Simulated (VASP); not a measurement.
# FeO (R-3m) in VASP: further runs

The runs below take FeO through relaxation of shape and atoms at fixed volume, relaxation of cell and atoms, single point, with PBE+U.

Program: VASP 6.6.1. These are calculated values, not measurements. Logs are shortened: lines on timing, memory, paths and dates and some standing lists are left out, and cuts for length are marked.

## (1) The cell of the first run

Symmetry: R-3m, No. 166, trigonal system. Conventional cell: a = 3.148 Å, b = 3.148 Å, c = 7.398 Å, α = 90.00°, β = 90.00°, γ = 120.00°. Fe (site symmetry -3m) has 6 O at 2.20 Å within 2.9 Å. O (site symmetry -3m) has 6 Fe at 2.20 Å within 2.9 Å.

## (2) Relaxation of shape and atoms at fixed volume, PBE+U, collinear spin, ferromagnetic start (10.58 Å³/atom)

INCAR

```
SYSTEM = FeO
PREC = Accurate
ENCUT = 600
EDIFF = 1E-7
ISMEAR = 0
SIGMA = 0.02
LREAL = .False.
LASPH = .True.
NELM = 150
ALGO = Normal
ISIF = 4
LWAVE = .False.
LCHARG = .False.
ISPIN = 2
MAGMOM = 3.9 0.17
LORBIT = 11
LMAXMIX = 4
LDAU = .True.
LDAUTYPE = 2
LDAUL = 2 -1
LDAUU = 5.3 0
LDAUJ = 0 0
LDAUPRINT = 1
GGA = PE
IBRION = 2
NSW = 80
EDIFFG = -0.001
```

KPOINTS

```
Automatic mesh
0
Gamma
  12 12 12
  0 0 0
```

POSCAR

```
FeO
1.0
    1.5738919428      0.9086869369      2.4661302359
   -1.5738919428      0.9086869369      2.4661302359
    0.0000000000     -1.8173738738      2.4661302359
Fe O
1 1
Direct
    0.0000000000      0.0000000000      0.0000000000
    0.5000000000      0.5000000000      0.5000000000
```

Potentials or basis: VASP PAW PBE potentials, release 64 (Fe, O).

Command:

```
> cat potpaw_PBE.64/Fe/POTCAR potpaw_PBE.64/O/POTCAR > POTCAR
> mpirun -np 1 vasp_std > vasp.out
```

OUTCAR:

```text
SYSTEM = FeO
   PREC = Accurate
   ENCUT = 600
   EDIFF = 1E-7
   ISMEAR = 0
   LREAL = .False.
   LASPH = .True.
   NELM = 150
   ISIF = 4
   ISPIN = 2
   LORBIT = 11
   GGA = PE
   IBRION = 2
   NSW = 80
   EDIFFG = -0.001

 ion  position               nearest neighbor table
   1  0.000  0.000  0.000-   2 2.20   2 2.20   2 2.20   2 2.20   2 2.20   2 2.20
   2  0.500  0.500  0.500-   1 2.20   1 2.20   1 2.20   1 2.20   1 2.20   1 2.20

  LATTYP: Found a trigonal (rhomboedric) cell.
 ALAT       =     3.0634369811
 COS(alpha) =     0.4720875329

  Lattice vectors:

 A1 = (   1.5738919428,   0.9086869369,   2.4661302359)
 A2 = (  -1.5738919428,   0.9086869369,   2.4661302359)
 A3 = (   0.0000000000,  -1.8173738738,   2.4661302359)

Analysis of symmetry for initial positions (statically):
=====================================================================
 Subroutine PRICEL returns:
 Original cell was already a primitive cell.

 Routine SETGRP: Setting up the symmetry group for a
 trigonal (rhombohedral) supercell.

 Subroutine GETGRP returns: Found 12 space group operations
 (whereof 12 operations were pure point group operations)
 out of a pool of 12 trial point group operations.

The static configuration has the point symmetry D_3d.

Analysis of symmetry for dynamics (positions and initial velocities):
=====================================================================
 Subroutine PRICEL returns:
 Original cell was already a primitive cell.

 Routine SETGRP: Setting up the symmetry group for a
 trigonal (rhombohedral) supercell.

 Subroutine GETGRP returns: Found 12 space group operations
 (whereof 12 operations were pure point group operations)
 out of a pool of 12 trial point group operations.

The dynamic configuration has the point symmetry D_3d.

Analysis of structural, dynamic, and magnetic symmetry:
=====================================================================
 Subroutine PRICEL returns:
 Original cell was already a primitive cell.

 Routine SETGRP: Setting up the symmetry group for a
 trigonal (rhombohedral) supercell.

 Subroutine GETGRP returns: Found 12 space group operations
 (whereof 12 operations were pure point group operations)
 out of a pool of 12 trial point group operations.

The overall configuration has the point symmetry D_3d.

 Subroutine INISYM returns: Found 12 space group operations
 (whereof 12 operations are pure point group operations),
 and found     1 'primitive' translations

----------------------------------------------------------------------------------------

                                     Primitive cell

  volume of cell :      21.1620

  direct lattice vectors                    reciprocal lattice vectors
     1.573891943  0.908686937  2.466130236     0.317683817  0.183414837  0.135164530
    -1.573891943  0.908686937  2.466130236    -0.317683817  0.183414837  0.135164530
     0.000000000 -1.817373874  2.466130236     0.000000000 -0.366829675  0.135164530

  length of vectors
     3.063436981  3.063436981  3.063436981     0.390939203  0.390939203  0.390939203

  position of ions in fractional coordinates (direct lattice)
     0.000000000  0.000000000  0.000000000
     0.500000000  0.500000000  0.500000000

  ion indices of the primitive-cell ions
   primitive index   ion index
                 1           1
                 2           2

----------------------------------------------------------------------------------------

 KPOINTS: Automatic mesh

Automatic generation of k-mesh.
 Grid dimensions read from file:
 generate k-points for:   12   12   12

 Generating k-lattice:

  Cartesian coordinates                     Fractional coordinates (reciprocal lattice)
[... 65 lines left out ...]
   NFREE  =      1    steps in history (QN), initial steepest desc. (CG)
   ISIF   =      4    stress and relaxation
   ISYM   =      2    0-nonsym 1-usesym 2-fastsym
   POTIM  = 0.5000    time-step for ionic-motion
   TEBEG  =    0.0;   TEEND  =   0.0 temperature during run
   PSTRESS=    0.0 pullay stress
   NELECT =      14.0000    total number of electrons
   NUPDOWN=      -1.0000    fix difference up-down
   EMIN   =  10.00;   EMAX   =-10.00  energy-range for DOS
   EFERMI =   0.00;   METHOD = LEGACY
   ISMEAR =     0;   SIGMA  =   0.02  broadening in eV -4-tet -1-fermi 0-gaus
   EFERMI_NEDOS =   21; number of points for ismear=-14 and -15
   IALGO  =     38    algorithm
   IMIX   =      4    mixing-type and parameters
     AMIX     =   0.40;   BMIX     =  1.00
     AMIX_MAG =   1.60;   BMIX_MAG =  1.00
  volume/ion in A,a.u.               =      10.58        71.40
  Fermi-wavevector in a.u.,A,eV,Ry     =   1.426479  2.695654 27.685708  2.034842
  Thomas-Fermi vector in A             =   2.546752
   LORBIT       =     11    0 simple, 1 ext, 2 COOP (PROOUT), +10 PAW based schemes
 LDA+U is selected, type is set to LDAUTYPE =  2
   angular momentum for each species LDAUL =     2   -1
   U (eV)           for each species LDAUU =   5.3  0.0
   J (eV)           for each species LDAUJ =   0.0  0.0
   GGA     = PE    functional components
   LHFCALC =     F    Hartree Fock is set to
   AEXX    =    0.0000 exact exchange contribution
   IVDW    =     0    specifies the selected vdW correction
   LEPSILON=     F    determine dielectric tensor
   LRPA    =     F    only Hartree local field effects (RPA)
 conjugate gradient relaxation of ions
 spin polarized calculation
 Gauss-broadening in eV      SIGMA  =   0.02
  energy-cutoff  :      600.00
  volume of cell :       21.16
 maximum number of plane-waves:       727
   NGX = 13   NGY = 13   NGZ = 13

--------------------------------------- Ionic step        1  -------------------------------------------

 number of electron      13.9999996 magnetization       4.0011273

 Free energy of the ion-electron system (eV)
  ---------------------------------------------------
  ext. energy  EPLUGINS =         0.00000000
  ---------------------------------------------------
  free energy    TOTEN  =       -12.53818295 eV

  energy without entropy =      -12.53789418  energy(sigma->0) =      -12.53803857

------------------------ aborting loop because EDIFF is reached ----------------------------------------

  FORCE on cell =-STRESS in cart. coord.  units (eV):
  Direction    XX          YY          ZZ          XY          YZ          ZX
  --------------------------------------------------------------------------------------
  -------------------------------------------------------------------------------------
  Total       -1.0601449     -1.0601449     -0.6594950     -0.0000000      0.0000000      0.0000000
  in kB      -80.2637339    -80.2637339    -49.9304680     -0.0000000      0.0000000      0.0000000
  external PRESSURE =     -70.1526453 kB  Pullay stress =       0.0000000 kB
[... 89 lines left out ...]
  FREE ENERGIE OF THE ION-ELECTRON SYSTEM (eV)
  ---------------------------------------------------
  free  energy   TOTEN  =       -12.5420587758 eV

  energy  without entropy=      -12.5417822187  energy(sigma->0) =      -12.54192050

atom =   1  type =  1  l = 2

 onsite density matrix

spin component  1

  0.9867  0.0000 -0.0000 -0.0211  0.0000
  0.0000  1.0009 -0.0000  0.0000 -0.0211
 -0.0000 -0.0000  0.9723 -0.0000  0.0000
 -0.0211  0.0000 -0.0000  1.0009  0.0000
  0.0000 -0.0211  0.0000  0.0000  0.9867

spin component  2

  0.2570  0.0000 -0.0000  0.1875  0.0000
  0.0000  0.2914  0.0000 -0.0000  0.1875
 -0.0000  0.0000  0.0413  0.0000  0.0000
  0.1875 -0.0000  0.0000  0.2914 -0.0000
  0.0000  0.1875  0.0000 -0.0000  0.2570

 occupancies and eigenvectors

  o =  0.0413  v =  0.0000  0.0000  0.0000  0.0000  0.0000 -0.0000 -0.0000 -1.0000  0.0000  0.0000      0.0000  0.0000  0.0000  0.0000  0.0000  0.0000  0.0000  0.0000  0.0000  0.0000
  o =  0.0860  v =  0.0000  0.0000  0.0000  0.0000  0.0000 -0.7387  0.0000 -0.0000  0.6740 -0.0000      0.0000  0.0000  0.0000  0.0000  0.0000  0.0000  0.0000  0.0000  0.0000  0.0000
  o =  0.0860  v =  0.0000  0.0000  0.0000  0.0000  0.0000  0.0000  0.6740 -0.0000 -0.0000 -0.7387      0.0000  0.0000  0.0000  0.0000  0.0000  0.0000  0.0000  0.0000  0.0000  0.0000
  o =  0.4625  v =  0.0000  0.0000  0.0000  0.0000  0.0000 -0.6740  0.0000  0.0000 -0.7387  0.0000      0.0000  0.0000  0.0000  0.0000  0.0000  0.0000  0.0000  0.0000  0.0000  0.0000
  o =  0.4625  v =  0.0000  0.0000  0.0000  0.0000  0.0000 -0.0000 -0.7387 -0.0000 -0.0000 -0.6740      0.0000  0.0000  0.0000  0.0000  0.0000  0.0000  0.0000  0.0000  0.0000  0.0000
  o =  0.9716  v = -0.8123  0.0000 -0.0000 -0.5833  0.0000  0.0000  0.0000  0.0000  0.0000  0.0000      0.0000  0.0000  0.0000  0.0000  0.0000  0.0000  0.0000  0.0000  0.0000  0.0000
  o =  0.9716  v =  0.0000  0.5833 -0.0000  0.0000  0.8123  0.0000  0.0000  0.0000  0.0000  0.0000      0.0000  0.0000  0.0000  0.0000  0.0000  0.0000  0.0000  0.0000  0.0000  0.0000
  o =  0.9723  v =  0.0000  0.0000  1.0000 -0.0000  0.0000  0.0000  0.0000  0.0000  0.0000  0.0000      0.0000  0.0000  0.0000  0.0000  0.0000  0.0000  0.0000  0.0000  0.0000  0.0000
  o =  1.0161  v = -0.5833  0.0000  0.0000  0.8123 -0.0000  0.0000  0.0000  0.0000  0.0000  0.0000      0.0000  0.0000  0.0000  0.0000  0.0000  0.0000  0.0000  0.0000  0.0000  0.0000
  o =  1.0161  v =  0.0000  0.8123 -0.0000 -0.0000 -0.5833  0.0000  0.0000  0.0000  0.0000  0.0000      0.0000  0.0000  0.0000  0.0000  0.0000  0.0000  0.0000  0.0000  0.0000  0.0000

--------------------------------------- Ionic step        4  -------------------------------------------

 number of electron      14.0000001 magnetization       4.0011577

 Free energy of the ion-electron system (eV)
  ---------------------------------------------------
  ext. energy  EPLUGINS =         0.00000000
  ---------------------------------------------------
  free energy    TOTEN  =       -12.54206508 eV

  energy without entropy =      -12.54178924  energy(sigma->0) =      -12.54192716

 E-fermi :   5.7238     XC(G=0): -11.8177

 val. band max:        5.7199680676   @ k =   0.4167   0.2500   0.2500
 cond. band min:       5.7249968257   @ k =   0.5000   0.1667  -0.0000
 fundamental gap:      0.0050287581
 Fermi energy:         5.7238450563

 spin component 1

 k-point     1 :       0.0000    0.0000    0.0000
  band No.  band energies     occupation
      1     -14.3868      1.00000
      2      -1.1339      1.00000
      3      -0.9411      1.00000
      4      -0.9411      1.00000
      5      -0.5961      1.00000
      6      -0.5961      1.00000
      7       2.2992      1.00000
      8       2.2992      1.00000
      9       2.3806      1.00000
     10       5.5069      1.00000
     11      20.4659      0.00000
     12      20.4659      0.00000
[... 786 lines left out ...]
  FREE ENERGIE OF THE ION-ELECTRON SYSTEM (eV)
  ---------------------------------------------------
  free  energy   TOTEN  =       -12.5420650841 eV

  energy  without entropy=      -12.5417892402  energy(sigma->0) =      -12.54192716

 reached required accuracy - stopping structural energy minimisation

 total charge

# of ion       s       p       d       tot
------------------------------------------
    1        0.280   0.332   6.064   6.676
    2        1.549   3.440   0.000   4.989
--------------------------------------------------
tot          1.829   3.772   6.064  11.665

 magnetization (x)

# of ion       s       p       d       tot
------------------------------------------
    1        0.027   0.020   3.803   3.850
    2        0.018   0.146   0.000   0.163
--------------------------------------------------
tot          0.044   0.166   3.803   4.013
```

Wall time 2.7 min (1 thread of AMD EPYC 9R45 (Zen 5), shared host); peak memory 0.21 GiB.

What came out:

- Free energy: -12.5421 eV
- Energy gained by relaxing: 1.9 meV/atom
- Ionic steps: 4
- Pressure after relaxing: -6.9 GPa
- Band gap on the k mesh: zero (filled and empty bands overlap)
- Net moment: 4.00 μB per cell
- Site moments: Fe +3.85; O +0.16 μB
- Valence electrons inside the program's atomic spheres: Fe 6.68; O 4.99

The path:
| step | energy change (eV) | largest force (eV/Å) | pressure (GPa) | volume (Å³) |
| --- | --- | --- | --- | --- |
| 1 | 0.0000 | 0.0000 | -7.02 | 21.16 |
| 2 | -0.0022 | 0.0000 | -6.96 | 21.16 |
| 3 | -0.0039 | 0.0000 | -6.93 | 21.16 |
| 4 | -0.0039 | 0.0000 | -6.93 | 21.16 |

Final structure:
```cif
data_structure
_symmetry_space_group_name_H-M 'P 1'
_symmetry_Int_Tables_number 1
_cell_length_a 3.0916
_cell_length_b 3.0916
_cell_length_c 3.0916
_cell_angle_alpha 60.566
_cell_angle_beta 60.566
_cell_angle_gamma 60.566
_cell_volume 21.16
loop_
_atom_site_label
_atom_site_type_symbol
_atom_site_fract_x
_atom_site_fract_y
_atom_site_fract_z
_atom_site_occupancy
Fe1 Fe 0.00000 0.00000 0.00000 1
O1 O 0.50000 0.50000 0.50000 1
```

Levels at points of the mesh, in eV from the Fermi level:
Spin up:
| k point | band 5 | band 6 | band 7 | band 8 | band 9 | band 10 | band 11 | band 12 | band 13 |
| --- | --- | --- | --- | --- | --- | --- | --- | --- | --- |
| (0.00, 0.00, 0.00) | -6.32 | -6.32 | -3.42 | -3.42 | -3.34 | -0.22 | 14.74 | 14.74 | 14.87 |
| (0.50, 0.00, 0.00) | -6.21 | -5.75 | -4.53 | -1.70 | -1.67 | 3.93 | 7.84 | 12.05 | 12.11 |
| (0.50, 0.50, 0.00) | -5.84 | -5.80 | -5.46 | -4.58 | -4.49 | 4.70 | 8.47 | 9.01 | 13.99 |
| (0.50, 0.50, 0.50) | -5.69 | -5.69 | -4.85 | -1.69 | -1.69 | 3.79 | 8.04 | 11.89 | 11.89 |
Spin down:
| k point | band 1 | band 2 | band 3 | band 4 | band 5 | band 6 | band 7 | band 8 | band 9 | band 10 |
| --- | --- | --- | --- | --- | --- | --- | --- | --- | --- | --- |
| (0.00, 0.00, 0.00) | -19.79 | -3.11 | -3.11 | -3.03 | -0.88 | -0.88 | 0.54 | 1.67 | 2.15 | 2.15 |
| (0.50, 0.00, 0.00) | -18.74 | -7.59 | -4.57 | -4.29 | 0.35 | 0.35 | 2.73 | 4.13 | 4.14 | 4.37 |
| (0.50, 0.50, 0.00) | -18.63 | -6.55 | -4.25 | -4.15 | -1.64 | 0.41 | 2.41 | 2.73 | 2.94 | 6.24 |
| (0.50, 0.50, 0.50) | -18.71 | -7.36 | -4.40 | -4.40 | 0.13 | 0.13 | 2.69 | 4.20 | 4.20 | 4.27 |

Eigenvalues of the final occupation matrices:
| site | spin | trace | eigenvalues |
| --- | --- | --- | --- |
| site 1 d | 1 | 4.95 | 0.97 0.97 0.97 1.02 1.02 |
| site 1 d | 2 | 1.14 | 0.04 0.09 0.09 0.46 0.46 |

Caveat: a cell with one magnetic atom can't hold antiferromagnetic order, which such compounds often take. The state reached can hang on the start; a lower one may exist.

## (3) Relaxation of cell and atoms, PBE+U, collinear spin, ferromagnetic start

This run uses another cell than the first one, of 10.80 Å³/atom.

INCAR

```
PREC = Accurate
ENCUT = 600
EDIFF = 1E-6
ISMEAR = 0
SIGMA = 0.02
LREAL = F
LASPH = T
NELM = 150
ALGO = Normal
ISIF = 3
LWAVE = F
LCHARG = F
ISPIN = 2
MAGMOM = 3.9 0.17
LORBIT = 11
LMAXMIX = 4
LDAU = T
LDAUTYPE = 2
LDAUL = 2 -1
LDAUU = 5.3 0
LDAUJ = 0 0
LDAUPRINT = 1
GGA = PE
IBRION = 2
NSW = 100
EDIFFG = -0.005
```

KPOINTS

```
Automatic mesh
0
Gamma
  12 12 12
```

POSCAR

```
FeO
1.0
    1.5844211449      0.9147659745      2.4830502406
   -1.5844211449      0.9147659745      2.4830502406
    0.0000000000     -1.8295319490      2.4830502406
Fe O
1 1
Direct
    0.0000000000      0.0000000000      0.0000000000
    0.5000000000      0.5000000000      0.5000000000
```

Potentials or basis: VASP PAW PBE potentials, release 64 (Fe, O).

Command:

```
> cat potpaw_PBE.64/Fe/POTCAR potpaw_PBE.64/O/POTCAR > POTCAR
> mpirun -np 1 vasp_std > vasp.out
```

Run time: 5.6 min. Hardware: 1 thread of AMD EPYC 9R45 (Zen 5), shared host; peak memory 0.24 GiB.

Results (log left out):

```yaml
Free_energy: -12.5644 eV
Relaxed_volume: 10.11 Å³/atom
Relaxed_cell: a = 3.045 Å, b = 3.045 Å, c = 3.045 Å, α = 60.57°, β = 60.57°, γ = 60.57°
Space_group_after_relaxing_to_0.1_Å: Fm-3m (No. 225)
Energy_gained_by_relaxing: 23.8 meV/atom
Ionic_steps: 5
Pressure_after_relaxing: 0.0 GPa
Band_gap_on_the_k_mesh: zero (filled and empty bands overlap)
Net_moment: 4.00 μB per cell
Site_moments: Fe +3.85; O +0.17 μB
Valence_electrons_inside_the_program's_atomic_spheres: Fe 6.75; O 5.01
```

The path:
```tsv
step	energy change (eV)	largest force (eV/Å)	pressure (GPa)	volume (Å³)
1	0.0000	0.0000	-9.69	21.59
2	-0.0362	0.0000	5.49	19.62
3	-0.0457	0.0000	0.15	20.20
4	-0.0467	0.0000	0.12	20.21
5	-0.0476	0.0000	-0.01	20.23
```

Final structure:
```cif
data_structure
_symmetry_space_group_name_H-M 'P 1'
_symmetry_Int_Tables_number 1
_cell_length_a 3.0453
_cell_length_b 3.0453
_cell_length_c 3.0453
_cell_angle_alpha 60.570
_cell_angle_beta 60.570
_cell_angle_gamma 60.570
_cell_volume 20.23
loop_
_atom_site_label
_atom_site_type_symbol
_atom_site_fract_x
_atom_site_fract_y
_atom_site_fract_z
_atom_site_occupancy
Fe1 Fe 0.00000 0.00000 0.00000 1
O1 O 0.50000 0.50000 0.50000 1
```

Levels at points of the mesh, in eV from the Fermi level:
Spin up:
```
           k point  band 5  band 6  band 7  band 8  band 9  band 10  band 11  band 12  band 13
(0.00, 0.00, 0.00)   -6.40   -6.40   -3.62   -3.62   -3.53    -0.01    14.97    14.97    15.35
(0.50, 0.00, 0.00)   -6.22   -5.75   -4.54   -1.68   -1.65     4.03     8.21    12.35    12.41
(0.50, 0.50, 0.00)   -5.81   -5.77   -5.44   -4.82   -4.74     5.00     8.74     9.12    14.48
(0.50, 0.50, 0.50)   -5.71   -5.71   -4.87   -1.66   -1.66     3.87     8.43    12.18    12.18
```
Spin down:
```tsv
k point	band 1	band 2	band 3	band 4	band 5	band 6	band 7	band 8	band 9	band 10
(0.00, 0.00, 0.00)	-20.17	-3.29	-3.29	-3.20	-0.95	-0.95	0.75	1.56	2.08	2.08
(0.50, 0.00, 0.00)	-19.01	-7.97	-4.84	-4.55	0.36	0.39	2.69	4.22	4.24	4.46
(0.50, 0.50, 0.00)	-18.90	-6.88	-4.48	-4.37	-1.80	0.45	2.41	2.70	2.97	6.54
(0.50, 0.50, 0.50)	-18.98	-7.73	-4.68	-4.68	0.15	0.15	2.67	4.30	4.30	4.36
```

Eigenvalues of the final occupation matrices:
```csv
site,spin,trace,eigenvalues
site 1 d,1,4.96,0.97 0.97 0.97 1.02 1.02
site 1 d,2,1.15,0.05 0.09 0.09 0.46 0.46
```

Caveat: a cell with one magnetic atom can't hold antiferromagnetic order, which such compounds often take. The state reached can hang on the start; a lower one may exist.

[end of part 1 of 2]
